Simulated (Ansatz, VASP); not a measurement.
# One calculation of B3As, two programs

```
CELL_PARAMETERS angstrom
3.43391 0.00000 0.00000
-1.71696 2.97385 0.00000
0.00000 0.00000 7.93474
ATOMIC_POSITIONS crystal
B 0.50002 0.00000 0.75000
B 0.00000 0.49998 0.25000
B 0.49998 0.00000 0.25000
B 0.00000 0.50002 0.75000
B 0.50002 0.50002 0.25000
B 0.49998 0.49998 0.75000
As 0.00000 0.00000 0.00000
As 0.00000 0.00000 0.50000
```

Change from the starting cell: species swapped into the TiCl3 type (P6_3/mcm, No. 193).

Alike in both runs: functional PBE; k mesh 6 × 6 × 4; occupations gaussian, width 0.1 eV; no spin polarisation.

Ansatz relaxed the structure, and its values are those at the end. VASP's run is a single point on that final structure, the one shown.

|  | VASP | Ansatz |
| --- | --- | --- |
| version | VASP 6.6.1 | Ansatz 0.2.0 |
| potentials or method | VASP PAW PBE potentials, release 64 (B, As), cutoff 520 eV | scalar-relativistic, plane waves, PAW |
| valence electrons in the cell | 28 | 48 |

VASP gave:

| Item | Value |
| --- | --- |
| gap on the k mesh at the Fermi level (eV) | none |
| pressure (GPa) | 0.1 |

Question: What did Ansatz give for the same quantities?

Answer: gap on the k mesh at the Fermi level (eV): none; pressure (GPa): 0.0.

A gap of «none» marks a metal or a gap that the smearing closes. VASP's potentials hold 28 valence electrons a cell and Ansatz's 48, so a difference there can come from the potentials and not from the codes.
